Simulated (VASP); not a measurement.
Set up this calculation in VASP 6.6.1, as the native input.

```yaml
Task: single point
Functional: LDA
Potentials_or_basis: VASP PAW LDA potentials, release 64 (Sb)
Cutoff: 520 eV
k_mesh: 8 × 8 × 11
Occupations: fermi-dirac, width 0.1 eV
Spin: no spin polarisation
Dipole_correction: no
Further_INCAR_settings: ALGO = Normal; EDIFF = 1e-07; NBANDS = 14
```

The structure of Sb lies in POSCAR:

```
Sb
1.0
    5.5192750278      0.0000000000      0.0000000000
   -2.7596375139      4.7798323846      0.0000000000
    0.0000000000      0.0000000000      3.2925780535
Sb
3
Direct
    1.0000000000      0.0000000000      1.0000000000
    0.3333333333      0.6666666667      0.5000000000
    0.6666666667      0.3333333333      0.5000000000
```

This cell differs from its parent crystal: volume scaled by 1.12.

The input as run:

INCAR

```
SYSTEM = Sb
ALGO = Normal
EDIFF = 1E-7
ENCUT = 520
ISIF = 2
ISMEAR = -1
LASPH = .True.
LCHARG = .False.
LREAL = .False.
LWAVE = .False.
NBANDS = 14
NELM = 60
PREC = Accurate
SIGMA = 0.1
```

KPOINTS

```
k-points
0
Gamma
  8 8 11
  0 0 0
```

Potentials or basis: VASP PAW LDA potentials, release 64 (Sb).

Command:

```sh
$ cat potpaw_LDA.64/Sb/POTCAR > POTCAR
$ mpirun -np 1 vasp_std > vasp.out
```

It gave:

```
Pressure : -6.3 GPa
```

It took 88 s on 1 thread of AMD EPYC 7R13 (shared host), peak memory 0.17 GiB.
